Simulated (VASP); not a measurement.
# LaH3 (Fm-3m) in VASP: a series of runs, part 2 of 2

VASP 6.6.1. The steps go on from the part before.

**3. Single point, PBEsol+D3(BJ)**

This run uses another cell than the first one, of 10.06 Å³/atom.

File INCAR:

```
SYSTEM = LaH3
PREC = Accurate
ENCUT = 500
EDIFF = 1E-6
ISMEAR = -1
SIGMA = 0.05
LREAL = .FALSE.
LASPH = .TRUE.
NELM = 200
ALGO = Normal
ISIF = 2
LWAVE = .FALSE.
LCHARG = .FALSE.
GGA = PS
IVDW = 12
NBANDS = 15
GGA_COMPAT = .FALSE.
LMAXMIX = 6
```

File KPOINTS:

```
regular mesh
0
G
  7 7 7
  0 0 0
```

File POSCAR:

```
LaH3
1.0
    0.0000000000      2.7196428409      2.7196428409
    2.7196428409      0.0000000000      2.7196428409
    2.7196428409      2.7196428409      0.0000000000
La H
1 3
Direct
    0.0000000000      0.0000000000      0.0000000000
    0.5000000000      0.5000000000      0.5000000000
    0.7500000000      0.7500000000      0.7500000000
    0.2500000000      0.2500000000      0.2500000000
```

Potentials or basis: VASP PAW PBE potentials, release 64 (La, H).

The run is started by

```console
> cat potpaw_PBE.64/La/POTCAR potpaw_PBE.64/H/POTCAR > POTCAR
> mpirun -np 1 vasp_std > vasp.out
```

OUTCAR:

```text
SYSTEM = LaH3
   PREC = Accurate
   ENCUT = 500
   EDIFF = 1E-6
   ISMEAR = -1
   LREAL = .FALSE.
   LASPH = .TRUE.
   NELM = 200
   ISIF = 2
   GGA = PS
   IVDW = 12
 IVDW          = 12

 ion  position               nearest neighbor table
   1  0.000  0.000  0.000-
   2  0.500  0.500  0.500-
   3  0.750  0.750  0.750-
   4  0.250  0.250  0.250-

  LATTYP: Found a face centered cubic cell.
 ALAT       =     5.4392856818

  Lattice vectors:

 A1 = (   0.0000000000,   2.7196428409,   2.7196428409)
 A2 = (   2.7196428409,   0.0000000000,   2.7196428409)
 A3 = (   2.7196428409,   2.7196428409,   0.0000000000)

Analysis of symmetry for initial positions (statically):
=====================================================================
 Subroutine PRICEL returns:
 Original cell was already a primitive cell.

 Routine SETGRP: Setting up the symmetry group for a
 face centered cubic supercell.

 Subroutine GETGRP returns: Found 48 space group operations
 (whereof 48 operations were pure point group operations)
 out of a pool of 48 trial point group operations.

The static configuration has the point symmetry O_h .

Analysis of symmetry for dynamics (positions and initial velocities):
=====================================================================
 Subroutine PRICEL returns:
 Original cell was already a primitive cell.

 Routine SETGRP: Setting up the symmetry group for a
 face centered cubic supercell.

 Subroutine GETGRP returns: Found 48 space group operations
 (whereof 48 operations were pure point group operations)
 out of a pool of 48 trial point group operations.

The dynamic configuration has the point symmetry O_h .

 Subroutine INISYM returns: Found 48 space group operations
 (whereof 48 operations are pure point group operations),
 and found     1 'primitive' translations

----------------------------------------------------------------------------------------

                                     Primitive cell

  volume of cell :      40.2314

  direct lattice vectors                    reciprocal lattice vectors
     0.000000000  2.719642841  2.719642841    -0.183847670  0.183847670  0.183847670
     2.719642841  0.000000000  2.719642841     0.183847670 -0.183847670  0.183847670
     2.719642841  2.719642841  0.000000000     0.183847670  0.183847670 -0.183847670

  length of vectors
     3.846155790  3.846155790  3.846155790     0.318433506  0.318433506  0.318433506

  position of ions in fractional coordinates (direct lattice)
     0.000000000  0.000000000  0.000000000
     0.500000000  0.500000000  0.500000000
     0.750000000  0.750000000  0.750000000
     0.250000000  0.250000000  0.250000000

  ion indices of the primitive-cell ions
   primitive index   ion index
                 1           1
                 2           2
                 3           3
                 4           4

----------------------------------------------------------------------------------------

 KPOINTS: regular mesh

Automatic generation of k-mesh.
 Grid dimensions read from file:
 generate k-points for:    7    7    7

 Generating k-lattice:

[... 38 lines left out ...]
   k-points           NKPTS =     20   k-points in BZ     NKDIM =     20   number of bands    NBANDS=     15
   number of dos      NEDOS =    301   number of ions     NIONS =      4
   total plane-waves  NPLWV =  21952
   dimension x,y,z NGX =    28 NGY =   28 NGZ =   28
   dimension x,y,z NGXF=    56 NGYF=   56 NGZF=   56
   ions per type =               1   3
   NGX,Y,Z   is equivalent  to a cutoff of  12.10, 12.10, 12.10 a.u.
   NGXF,Y,Z  is equivalent  to a cutoff of  24.21, 24.21, 24.21 a.u.
 SYSTEM =  LaH3
   PREC   = accura    normal or accurate (medium, high low for compatibility)
   ISTART =      0    job   : 0-new  1-cont  2-samecut
   ICHARG =      2    charge: 1-file 2-atom 10-const
   ISPIN  =      1    spin polarized calculation?
   LNONCOLLINEAR =      F non collinear calculations
   LSORBIT =      F    spin-orbit coupling
   LASPH  =      T    aspherical Exc in radial PAW
   ENCUT  =  500.0 eV  36.75 Ry    6.06 a.u.   7.01  7.01  7.01*2*pi/ulx,y,z
   NELM   =    200;   NELMIN=  2; NELMDL= -5     # of ELM steps
   EDIFF  = 0.1E-05   stopping-criterion for ELM
   LREAL  =      F    real-space projection
   EDIFFG = 0.1E-04   stopping-criterion for IOM
   NSW    =      0    number of steps for IOM
   IBRION =     -1    ionic relax: 0-MD 1-quasi-New 2-CG
   NFREE  =      0    steps in history (QN), initial steepest desc. (CG)
   ISIF   =      2    stress and relaxation
   ISYM   =      2    0-nonsym 1-usesym 2-fastsym
   POTIM  = 0.5000    time-step for ionic-motion
   TEBEG  =    0.0;   TEEND  =   0.0 temperature during run
   PSTRESS=    0.0 pullay stress
   NELECT =      14.0000    total number of electrons
   NUPDOWN=      -1.0000    fix difference up-down
   EMIN   =  10.00;   EMAX   =-10.00  energy-range for DOS
   EFERMI =   0.00;   METHOD = LEGACY
   ISMEAR =    -1;   SIGMA  =   0.05  broadening in eV -4-tet -1-fermi 0-gaus
   EFERMI_NEDOS =   21; number of points for ismear=-14 and -15
   IALGO  =     38    algorithm
   IMIX   =      4    mixing-type and parameters
     AMIX     =   0.40;   BMIX     =  1.00
     AMIX_MAG =   1.60;   BMIX_MAG =  1.00
  volume/ion in A,a.u.               =      10.06        67.87
  Fermi-wavevector in a.u.,A,eV,Ry     =   1.151496  2.176011 18.040539  1.325942
  Thomas-Fermi vector in A             =   2.288153
   LORBIT       =      0    0 simple, 1 ext, 2 COOP (PROOUT), +10 PAW based schemes
   GGA     = PS    functional components
   LHFCALC =     F    Hartree Fock is set to
   AEXX    =    0.0000 exact exchange contribution
   IVDW    =    12    specifies the selected vdW correction
   LEPSILON=     F    determine dielectric tensor
   LRPA    =     F    only Hartree local field effects (RPA)
 non-spin polarized calculation
  energy-cutoff  :      500.00
  volume of cell :       40.23
 maximum number of plane-waves:      1032
   NGX = 13   NGY = 13   NGZ = 13

 number of electron      14.0000001 magnetization

 Free energy of the ion-electron system (eV)
  ---------------------------------------------------
  ext. energy  EPLUGINS =         0.00000000
  ---------------------------------------------------
  free energy    TOTEN  =       -17.69344619 eV

  energy without entropy =      -17.69230881  energy(sigma->0) =      -17.69287750

 E-fermi :   8.3152     XC(G=0): -10.4923

 val. band max:        7.9074963095   @ k =   0.1429   0.0000   0.0000
 cond. band min:       8.4517643250   @ k =   0.4286   0.0000   0.0000
 fundamental gap:      0.5442680155
 Fermi energy:         8.3151821027

 k-point     1 :       0.0000    0.0000    0.0000
  band No.  band energies     occupation
      1     -24.8387      2.00000
      2      -7.9806      2.00000
      3      -7.9806      2.00000
      4      -7.9806      2.00000
      5       0.0761      2.00000
      6       5.2699      2.00000
      7       8.5970      0.00711
      8       8.5970      0.00711
      9       8.5970      0.00711
     10       8.9929      0.00000
     11       9.8307      0.00000
     12       9.8307      0.00000
     13       9.8307      0.00000
     14      10.5607      0.00000
[... 329 lines left out ...]
      2      -9.0166      2.00000
      3      -8.9117      2.00000
      4      -8.4042      2.00000
      5       3.4175      2.00000
      6       3.5420      2.00000
      7       4.2133      2.00000
      8       8.9936      0.00000
      9       9.9221      0.00000
     10       9.9520      0.00000
     11      10.3374      0.00000
     12      10.3586      0.00000
     13      10.4097      0.00000
     14      10.4300      0.00000
     15      11.1956      0.00000

------------------------ aborting loop because EDIFF is reached ----------------------------------------

 Edisp (eV)   -0.75479

 E8    (eV) :    -0.5263

  FORCE on cell =-STRESS in cart. coord.  units (eV):
  Direction    XX          YY          ZZ          XY          YZ          ZX
  --------------------------------------------------------------------------------------
  -------------------------------------------------------------------------------------
  Total      -0.06459    -0.06459    -0.06459     0.00000    -0.00000     0.00000
  in kB      -2.57223    -2.57223    -2.57223     0.00000    -0.00000     0.00000
  external pressure =       -2.57 kB  Pullay stress =        0.00 kB

 VOLUME and BASIS-vectors are now :
 -----------------------------------------------------------------------------
  energy-cutoff  :      500.00
  volume of cell :       40.23
      direct lattice vectors                 reciprocal lattice vectors
     0.000000000  2.719642841  2.719642841    -0.183847670  0.183847670  0.183847670
     2.719642841  0.000000000  2.719642841     0.183847670 -0.183847670  0.183847670
     2.719642841  2.719642841  0.000000000     0.183847670  0.183847670 -0.183847670

 POSITION                                       TOTAL-FORCE (eV/Angst)
 -----------------------------------------------------------------------------------
      0.00000      0.00000      0.00000         0.000000      0.000000      0.000000
      2.71964      2.71964      2.71964         0.000000      0.000000      0.000000
      4.07946      4.07946      4.07946         0.000000      0.000000      0.000000
      1.35982      1.35982      1.35982        -0.000000     -0.000000     -0.000000
 -----------------------------------------------------------------------------------
    total drift:                               -0.000000     -0.000000      0.000000

  FREE ENERGIE OF THE ION-ELECTRON SYSTEM (eV)
  ---------------------------------------------------
  free  energy   TOTEN  =       -18.4482333514 eV

  energy  without entropy=      -18.4470959659  energy(sigma->0) =      -18.44766466
```

OSZICAR:

```text
N       E                     dE             d eps       ncg     rms          rms(c)
DAV:   1     0.930465338398E+02    0.93047E+02   -0.49561E+03   624   0.122E+03
DAV:   2    -0.963857343009E+01   -0.10269E+03   -0.89966E+02   712   0.192E+02
DAV:   3    -0.178366453950E+02   -0.81981E+01   -0.80956E+01   910   0.770E+01
DAV:   4    -0.183406211778E+02   -0.50398E+00   -0.50273E+00  1032   0.140E+01
DAV:   5    -0.183480164358E+02   -0.73953E-02   -0.73950E-02   835   0.175E+00    0.543E+00
DAV:   6    -0.178218940073E+02    0.52612E+00   -0.77947E-01   999   0.523E+00    0.272E+00
DAV:   7    -0.176945924184E+02    0.12730E+00   -0.42726E-01   985   0.334E+00    0.661E-01
DAV:   8    -0.176926293683E+02    0.19631E-02   -0.24563E-02   966   0.170E+00    0.223E-01
DAV:   9    -0.176932134480E+02   -0.58408E-03   -0.41798E-03   995   0.560E-01    0.107E-01
DAV:  10    -0.176933364360E+02   -0.12299E-03   -0.16249E-03   991   0.337E-01    0.369E-02
DAV:  11    -0.176934298878E+02   -0.93452E-04   -0.50603E-04   932   0.117E-01    0.188E-02
DAV:  12    -0.176934481199E+02   -0.18232E-04   -0.16462E-04   977   0.989E-02    0.842E-03
DAV:  13    -0.176934459482E+02    0.21717E-05   -0.31777E-05   994   0.515E-02    0.422E-03
DAV:  14    -0.176934461937E+02   -0.24558E-06   -0.39936E-06   728   0.136E-02
   1 F= -.18448233E+02 E0= -.18447665E+02  d E =-.113739E-02
```

It took 31 s on 1 thread of AMD EPYC 7R43 (Zen 3), shared host; peak memory 0.14 GiB.

Results:

| Item | Value |
| --- | --- |
| Free energy | -18.4482 eV |
| Pressure | -0.3 GPa |
| Band gap on the k mesh | zero (bands 7 and 8 overlap by 0.15 eV) |
| Dispersion energy per atom | -0.189 eV |

Levels at points of the mesh, in eV from the Fermi level:
| k point | band 3 | band 4 | band 5 | band 6 | band 7 | band 8 | band 9 | band 10 | band 11 | band 12 |
| --- | --- | --- | --- | --- | --- | --- | --- | --- | --- | --- |
| (0.00, 0.00, 0.00) | -16.30 | -16.30 | -8.24 | -3.05 | 0.28 | 0.28 | 0.28 | 0.68 | 1.52 | 1.52 |

Caveat: the PAW data sets were made with another functional, which shifts forces and pressure a little; spin-orbit coupling is left out, which moves the levels of the heavy elements.

**4. Single point, PBEsol**

This run uses another cell than the first one, of 10.41 Å³/atom.

File INCAR:

```
SYSTEM = LaH3
PREC = Accurate ; ENCUT = 500
EDIFF = 1E-6 ; ISMEAR = -1
SIGMA = 0.05 ; LREAL = .FALSE.
LASPH = .TRUE. ; NELM = 200
ALGO = Normal ; ISIF = 2
LWAVE = .FALSE. ; LCHARG = .FALSE.
GGA = PS ; NBANDS = 15
GGA_COMPAT = .FALSE. ; LMAXMIX = 6
```

KPOINTS is that of step 3.

File POSCAR:

```
LaH3
1.0
    0.0000000000      2.7507398786      2.7507398786
    2.7507398786      0.0000000000      2.7507398786
    2.7507398786      2.7507398786      0.0000000000
La H
1 3
Direct
    0.0000000000      0.0000000000      0.0000000000
    0.5000000000      0.5000000000      0.5000000000
    0.7500000000      0.7500000000      0.7500000000
    0.2500000000      0.2500000000      0.2500000000
```

The run is started by

```console
> cat potpaw_PBE.64/La/POTCAR potpaw_PBE.64/H/POTCAR > POTCAR
> mpirun -np 1 vasp_std > vasp.out
```

Wall time 29 s (1 thread of AMD EPYC 7R43 (Zen 3), shared host); peak memory 0.13 GiB.

Results (log left out):

```
Free energy            : -17.7061 eV
Pressure               : -0.3 GPa
Band gap on the k mesh : zero (bands 7 and 8 overlap by 0.13 eV)
```

Levels at points of the mesh, in eV from the Fermi level:
```tsv
k point	band 4	band 5	band 6	band 7	band 8	band 9	band 10	band 11
(0.00, 0.00, 0.00)	-16.43	-8.16	-2.99	0.27	0.27	0.27	0.60	1.42
```

Caveat: the PAW data sets were made with another functional, which shifts forces and pressure a little; spin-orbit coupling is left out, which moves the levels of the heavy elements.

**5. Overview**

```csv
level,cell,gap on the mesh (eV),pressure (GPa)
BLYP+D3(BJ),"a = 3.896 Å, angles 60.0°, 4 atoms",0.23,-0.4
PBEsol+D3(BJ),"a = 3.846 Å, angles 60.0°, 4 atoms",none,-0.3
PBEsol,"a = 3.890 Å, angles 60.0°, 4 atoms",none,-0.3
```

Alike in all rows: task single point; potentials or basis VASP PAW PBE potentials, release 64 (La, H); no spin polarisation; k mesh 7 × 7 × 7; cutoff (eV) 500; smearing fermi-dirac 0.05 eV.

Caveats: the PAW data sets were made with another functional, which shifts forces and pressure a little; spin-orbit coupling is left out, which moves the levels of the heavy elements; an odd mesh through Γ misses points on the zone boundary, where band edges can lie (at least some runs).

Absolute energies hang on the potentials; compare differences alone.
